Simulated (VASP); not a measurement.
# Au (P6_3/mmc) in VASP: further runs, part 2 of 2

VASP 6.6.1.

**3. Single point, r2SCAN**

This run uses another cell than the first one, of 18.84 Å³/atom, 1.019 times its volume.

The input, POSCAR:

```
Au
1.0
    2.9568771850      0.0000000000      0.0000000000
   -1.4784385925      2.5607307581      0.0000000000
    0.0000000000      0.0000000000      4.9757105734
Au
2
Direct
    0.6666666667      0.3333333333      0.2500000000
    0.3333333333      0.6666666667      0.7500000000
```

The input, INCAR.step1:

```
  ALGO = Normal
  EDIFF = 1E-4
  ENCUT = 520
  GGA = PE
  ISMEAR = -1
  LASPH = True
  LCHARG = False
  LREAL = False
  LWAVE = True
  NBANDS = 18
  NELM = 60
  PREC = Accurate
  SIGMA = 0.05
```

The input, INCAR.step2:

```
  ALGO = Normal
  EDIFF = 1E-7
  ENCUT = 520
  ISIF = 2
  ISMEAR = -1
  ISTART = 1
  LASPH = True
  LCHARG = True
  LELF = True
  LMIXTAU = True
  LREAL = False
  LVHAR = True
  LWAVE = False
  METAGGA = R2SCAN
  NBANDS = 18
  NELM = 60
  PREC = Accurate
  SIGMA = 0.05
```

The input, KPOINTS:

```
k-points
0
Gamma
  11 11 6
```

Potentials or basis: VASP PAW PBE potentials, release 64 (Au).

Command:

```console
cat potpaw_PBE.64/Au/POTCAR > POTCAR
cp INCAR.step1 INCAR
mpirun -np 1 vasp_std > vasp.out
cp INCAR.step2 INCAR
mpirun -np 1 vasp_std > vasp.out
```

OUTCAR:

```text
EDIFF = 1E-7
   ENCUT = 520
   ISIF = 2
   ISMEAR = -1
   ISTART = 1
   LASPH = True
   LREAL = False
   METAGGA = R2SCAN
   NELM = 60
   PREC = Accurate

 ion  position               nearest neighbor table
   1  0.667  0.333  0.250-   2 3.02   2 3.02   2 3.02   2 3.02   2 3.02   2 3.02
   2  0.333  0.667  0.750-   1 3.02   1 3.02   1 3.02   1 3.02   1 3.02   1 3.02

  LATTYP: Found a hexagonal cell.
 ALAT       =     2.9568771850
 C/A-ratio  =     1.6827586207

  Lattice vectors:

 A1 = (   2.9568771850,   0.0000000000,   0.0000000000)
 A2 = (  -1.4784385925,   2.5607307581,   0.0000000000)
 A3 = (   0.0000000000,   0.0000000000,   4.9757105734)

Analysis of symmetry for initial positions (statically):
=====================================================================
 Subroutine PRICEL returns:
 Original cell was already a primitive cell.

 Routine SETGRP: Setting up the symmetry group for a
 hexagonal supercell.

 Subroutine GETGRP returns: Found 24 space group operations
 (whereof 12 operations were pure point group operations)
 out of a pool of 24 trial point group operations.

The static configuration has the point symmetry D_3d.
 The point group associated with its full space group is D_6h.

Analysis of symmetry for dynamics (positions and initial velocities):
=====================================================================
 Subroutine PRICEL returns:
 Original cell was already a primitive cell.

 Routine SETGRP: Setting up the symmetry group for a
 hexagonal supercell.

 Subroutine GETGRP returns: Found 24 space group operations
 (whereof 12 operations were pure point group operations)
 out of a pool of 24 trial point group operations.

The dynamic configuration has the point symmetry D_3d.
 The point group associated with its full space group is D_6h.

 Subroutine INISYM returns: Found 24 space group operations
 (whereof 12 operations are pure point group operations),
 and found     1 'primitive' translations

----------------------------------------------------------------------------------------

                                     Primitive cell

[... 111 lines left out ...]
  volume/ion in A,a.u.               =      18.84       127.12
  Fermi-wavevector in a.u.,A,eV,Ry     =   1.368353  2.585813 25.475428  1.872391
  Thomas-Fermi vector in A             =   2.494325
   LORBIT       =      0    0 simple, 1 ext, 2 COOP (PROOUT), +10 PAW based schemes
   METAGGA = R2SCAN    functional components
   LHFCALC =     F    Hartree Fock is set to
   AEXX    =    0.0000 exact exchange contribution
   IVDW    =     0    specifies the selected vdW correction
   LEPSILON=     F    determine dielectric tensor
   LRPA    =     F    only Hartree local field effects (RPA)
 non-spin polarized calculation
  energy-cutoff  :      520.00
  volume of cell :       37.67
 maximum number of plane-waves:      1051
 NGX is ok and might be reduce to    24
   NGX = 11   NGY = 11   NGZ = 19

 number of electron      21.9999997 magnetization

 Free energy of the ion-electron system (eV)
  ---------------------------------------------------
  ext. energy  EPLUGINS =         0.00000000
  ---------------------------------------------------
  free energy    TOTEN  =      -101.11373289 eV

  energy without entropy =     -101.10494171  energy(sigma->0) =     -101.10933730

 E-fermi :   7.7282     XC(G=0): -12.9233

 val. band max:        7.7269526201   @ k =   0.2727   0.0909   0.3333
 cond. band min:       7.7351384140   @ k =   0.2727   0.1818   0.5000
 fundamental gap:      0.0081857939
 Fermi energy:         7.7282349508

 k-point     1 :       0.0000    0.0000    0.0000
  band No.  band energies     occupation
      1      -1.2829      2.00000
      2       0.9575      2.00000
      3       3.1543      2.00000
      4       3.4115      2.00000
      5       3.4115      2.00000
      6       3.6714      2.00000
[... 481 lines left out ...]
      5       3.2429      2.00000
      6       3.6495      2.00000
[... 10 lines left out ...]
     17      24.1577      0.00000
     18      25.1946      0.00000

 [... further k-points ...]

------------------------ aborting loop because EDIFF is reached ----------------------------------------

  FORCE on cell =-STRESS in cart. coord.  units (eV):
  Direction    XX          YY          ZZ          XY          YZ          ZX
  --------------------------------------------------------------------------------------
  -------------------------------------------------------------------------------------
  Total       -2.0475773     -2.0475773     -1.9194649      0.0000000      0.0000000      0.0000000
  in kB      -87.0760225    -87.0760225    -81.6278674      0.0000000      0.0000000      0.0000000
  external PRESSURE =     -85.2599708 kB  Pullay stress =       0.0000000 kB

 VOLUME and BASIS-vectors are now :
 -----------------------------------------------------------------------------
  energy-cutoff  :      520.00
  volume of cell :       37.67
      direct lattice vectors                 reciprocal lattice vectors
     2.956877185  0.000000000  0.000000000     0.338194635  0.195256763  0.000000000
    -1.478438593  2.560730758  0.000000000     0.000000000  0.390513527  0.000000000
     0.000000000  0.000000000  4.975710573     0.000000000  0.000000000  0.200976320

 POSITION                                       TOTAL-FORCE (eV/Angst)
 -----------------------------------------------------------------------------------
      1.47844      0.85358      1.24393         0.000000     -0.000000      0.000000
     -0.00000      1.70715      3.73178        -0.000000      0.000000      0.000000
 -----------------------------------------------------------------------------------
    total drift:                               -0.000000      0.000000     -0.000000

  FREE ENERGIE OF THE ION-ELECTRON SYSTEM (eV)
  ---------------------------------------------------
  free  energy   TOTEN  =      -101.1137328885 eV

  energy  without entropy=     -101.1049417114  energy(sigma->0) =     -101.10933730
```

OUTCAR.step1:

```text
EDIFF = 1E-4
   ENCUT = 520
   GGA = PE
   ISMEAR = -1
   LASPH = True
[... 728 lines left out ...]
      1.47844      0.85358      1.24393        -0.000000      0.000000      0.000000
     -0.00000      1.70715      3.73178         0.000000     -0.000000      0.000000
 -----------------------------------------------------------------------------------
    total drift:                               -0.000000      0.000000     -0.000000

  FREE ENERGIE OF THE ION-ELECTRON SYSTEM (eV)
  ---------------------------------------------------
  free  energy   TOTEN  =        -6.4039227127 eV

  energy  without entropy=       -6.3951245278  energy(sigma->0) =       -6.39952362
```

OSZICAR.step1:

```text
N       E                     dE             d eps       ncg     rms          rms(c)
DAV:   1     0.121642860882E+03    0.12164E+03   -0.11671E+04  2304   0.118E+03
DAV:   2    -0.485367185590E+01   -0.12650E+03   -0.12014E+03  2438   0.254E+02
DAV:   3    -0.690648925295E+01   -0.20528E+01   -0.20417E+01  2726   0.327E+01
DAV:   4    -0.691547509150E+01   -0.89858E-02   -0.89848E-02  2580   0.231E+00
DAV:   5    -0.691556132064E+01   -0.86229E-04   -0.86230E-04  2546   0.238E-01    0.973E+00
DAV:   6    -0.643146396677E+01    0.48410E+00   -0.99959E-01  2358   0.897E+00    0.656E+00
DAV:   7    -0.640675162003E+01    0.24712E-01   -0.69560E-02  2550   0.233E+00    0.326E+00
DAV:   8    -0.640394084066E+01    0.28108E-02   -0.37692E-03  2430   0.459E-01    0.286E-01
DAV:   9    -0.640392271272E+01    0.18128E-04   -0.17134E-05  1498   0.346E-02
   1 F= -.64039227E+01 E0= -.63995236E+01  d E =-.879818E-02
```

Wall time 84 s (1 thread of Intel Xeon Platinum 8559C (Emerald Rapids), shared host); peak memory 0.19 GiB.

What came out:

| Property | Result |
| --- | --- |
| Free energy | -101.1137 eV |
| Pressure | -8.5 GPa |
| Band gap on the k mesh | zero (band 11 reaches 11.35 eV, above the bottom of band 12 at 5.05 eV) |

Levels at points of the mesh, in eV from the Fermi level:
```csv
k point,band 8,band 9,band 10,band 11,band 12,band 13,band 14,band 15
"(0.00, 0.00, 0.00)",-3.45,-3.45,-2.28,-2.28,-0.49,2.26,15.47,16.38
"(0.00, 0.00, 0.50)",-4.35,-2.68,-2.68,-2.68,-2.68,10.42,10.42,15.70
```

Caveat: the PAW data sets were made with another functional, which shifts forces and pressure a little; spin-orbit coupling is left out, which moves the levels of the heavy elements.

**4. Single point, PBEsol, non-collinear spin, zero start, spin-orbit coupling**

This run uses another cell than the first one, of 17.77 Å³/atom, 0.962 times its volume.

The input, INCAR:

```
SYSTEM = Au
PREC     = Accurate       ! precision mode
ENCUT    = 520            ! plane-wave cutoff, eV
EDIFF    = 1E-6           ! SCF threshold, eV
ISMEAR   = -1             ! smearing method
SIGMA    = 0.05           ! smearing width, eV
LREAL    = .False.        ! projectors in reciprocal space
LASPH    = .True.         ! aspherical terms in the spheres
NELM     = 150            ! most SCF steps
ALGO     = Fast           ! electronic algorithm
ISIF     = 2              ! what is computed and relaxed
LWAVE    = .False.        ! write WAVECAR
LCHARG   = .False.        ! write CHGCAR
MAGMOM   = 0 0 0 0 0 0    ! initial moments
LORBIT   = 11             ! projections on sites
LSORBIT  = .True.         ! spin-orbit coupling
GGA_COMPAT= .False.      
LORBMOM  = .True.       
LMAXMIX  = 4              ! l up to which the mixer works
GGA      = PS             ! functional
NBANDS   = 34             ! bands
```

The input, KPOINTS:

```
Automatic mesh
0
Gamma
  11 11 6
  0 0 0
```

The input, POSCAR:

```
Au
1.0
    2.9000000000      0.0000000000      0.0000000000
   -1.4500000000      2.5114736710      0.0000000000
    0.0000000000      0.0000000000      4.8800000000
Au
2
Direct
    0.6666666667      0.3333333333      0.2500000000
    0.3333333333      0.6666666667      0.7500000000
```

Command:

```console
cat potpaw_PBE.64/Au/POTCAR > POTCAR
mpirun -np 1 vasp_ncl > vasp.out
```

Run time: 79 s. Hardware: 1 thread of Intel Xeon Platinum 8559C (Emerald Rapids), shared host; peak memory 0.3 GiB.

Results (log left out):

```
Free energy                                           : -8.3864 eV
Pressure                                              : -7.8 GPa
Net moment                                            : 0.00 μB per cell
Valence electrons inside the program's atomic spheres : Au 9.59
```

Stress tensor (GPa, compression positive):
```
-7.66  0.00  0.00
 0.00 -7.66  0.00
 0.00  0.00 -8.15
```

Moments on the atoms (μB; x, y, z):
```
Au  0.00 0.00 0.00
Au  0.00 0.00 0.00
```

Caveat: the PAW data sets were made with another functional, which shifts forces and pressure a little.

**5. Overview**

| level | spin | cell | gap on the mesh (eV) | pressure (GPa) |
| --- | --- | --- | --- | --- |
| r2SCAN | off | a = 2.938, b = 2.938, c = 4.944 Å, angles 90.0, 90.0, 120.0°, 2 atoms | none | -6.5 |
| r2SCAN | off | a = 2.957, b = 2.957, c = 4.976 Å, angles 90.0, 90.0, 120.0°, 2 atoms | none | -8.5 |
| PBEsol | non-collinear, zero start, SOC | a = 2.900, b = 2.900, c = 4.880 Å, angles 90.0, 90.0, 120.0°, 2 atoms | - | -7.8 |

Alike in all rows: task single point; potentials or basis VASP PAW PBE potentials, release 64 (Au); k mesh 11 × 11 × 6; cutoff (eV) 520; smearing fermi-dirac 0.05 eV.

Caveats: the PAW data sets were made with another functional, which shifts forces and pressure a little; spin-orbit coupling is left out, which moves the levels of the heavy elements (some runs).

Total energies depend on the potentials used, so only differences within one code and one set of settings carry meaning.
